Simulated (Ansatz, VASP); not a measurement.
Ta2Si: VASP beside Ansatz

File INCAR:

```
SYSTEM = Ta2Si
PREC = Accurate
ENCUT = 520
EDIFF = 1E-6
ISMEAR = 0
SIGMA = 0.15
LREAL = .False.
LASPH = .True.
NELM = 60
ALGO = Fast
ISIF = 2
LWAVE = .False.
LCHARG = .False.
GGA = PS
NBANDS = 35
```

Contents of KPOINTS:

```
Automatic mesh
0
Gamma
  12 12 12
  0 0 0
```

POSCAR

```
Ta2Si
1.0
   -3.0683767195      3.0683767195      2.5198993614
    3.0683767195     -3.0683767195      2.5198993614
    3.0683767195      3.0683767195     -2.5198993614
Ta Si
4 2
Direct
    0.6853885139      0.8592561262      0.5000000000
    0.8146114861      0.3146114861      0.1738676123
    0.3592561262      0.1853885139      0.5000000000
    0.1407438738      0.6407438738      0.8261323878
    0.2500000000      0.2500000000      0.0000000000
    0.7500000000      0.7500000000      0.0000000000
```

Input for Ansatz:

```yaml
crystal:
  lattice:
    - [-3.0683767195, 3.0683767195, 2.5198993614]
    - [3.0683767195, -3.0683767195, 2.5198993614]
    - [3.0683767195, 3.0683767195, -2.5198993614]
  atoms:
    - { symbol: Ta, position: [0.6853885139, 0.8592561262, 0.5] }
    - { symbol: Ta, position: [0.8146114861, 0.3146114861, 0.1738676123] }
    - { symbol: Ta, position: [0.3592561262, 0.1853885139, 0.5] }
    - { symbol: Ta, position: [0.1407438738, 0.6407438738, 0.8261323878] }
    - { symbol: Si, position: [0.25, 0.25, 0.0] }
    - { symbol: Si, position: [0.75, 0.75, 0.0] }
basis:
  ecutwfc: 420
kpoints:
  mp_grid: { grid: [12, 12, 12] }
hamiltonian:
  xc: pbesol
scf:
  occupations: { method: gaussian, width: 0.15 }
output:
  forces: true
  stress: true
  eigenvalues: true
```

Change from the starting cell: mode 9 (158.6 1/cm) frozen in, largest displacement +0.113 Å.

Alike in both runs: task single point; functional PBEsol; k mesh 12 × 12 × 12; occupations gaussian, width 0.15 eV; no spin polarisation.

```csv
,VASP,Ansatz
version,VASP 6.6.1,Ansatz 0.2.0
potentials or method,"VASP PAW PBE potentials, release 64 (Ta_pv, Si), cutoff 520 eV","scalar-relativistic, plane waves, PAW"
valence electrons in the cell,52,60
```

Ansatz gave:

| Property | Result |
| --- | --- |
| gap on the k mesh at the Fermi level (eV) | none |
| pressure (GPa) | 1.8 |
| traceless stress, the component that is largest in VASP (GPa) | -0.48 |
| rms of the force components (eV/Å) | 0.867 |

Task: What did VASP give for the same quantities?

Result: gap on the k mesh at the Fermi level (eV): none; pressure (GPa): 2.0; traceless stress, the component that is largest in VASP (GPa): -0.51; rms of the force components (eV/Å): 0.866.

VASP's potentials were made for PBE, not for PBEsol. Atom by atom the forces differ by 0.004 eV/Å (rms over components). A gap of «none» marks a metal or a gap that the smearing closes. With one functional, cell and mesh, what is left measures potentials, basis and numerics. VASP's potentials hold 52 valence electrons a cell and Ansatz's 60, so a difference there can come from the potentials and not from the codes.

Spin-orbit coupling is off throughout.
